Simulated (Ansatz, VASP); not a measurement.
Two plane-wave programs on Ge

```
Ge
1.0
     4.03000    0.00000    0.00000
    -2.01500    3.49008    0.00000
     0.00000    0.00000   28.00000
Ge
2
Direct
  0.33333 0.66667 0.51309
  0.66667 0.33333 0.48691
```

Alike in both runs: task single point; functional PBE; dispersion D3(BJ); k mesh 12 × 12 × 1; occupations gaussian, width 0.1 eV; no spin polarisation.

|  | VASP | Ansatz |
| --- | --- | --- |
| version | VASP 6.6.1 | Ansatz 0.2.0 |
| potentials or method | VASP PAW PBE potentials, release 64 (Ge_d), cutoff 520 eV | scalar-relativistic, plane waves, PAW |
| valence electrons in the cell | 28 | 28 |

Ansatz gave:

```
gap on the k mesh at the Fermi level (eV)  : none
rms of the force components (eV/Å)         : 0.118
work function, face that differs most (eV) : 4.48
```

Question: What did VASP give for the same quantities?

Answer: gap on the k mesh at the Fermi level (eV): none; rms of the force components (eV/Å): 0.117; work function, face that differs most (eV): 4.48.

Atom by atom the forces differ by 0.001 eV/Å (rms over components). A gap of «none» marks a metal or a gap that the smearing closes.
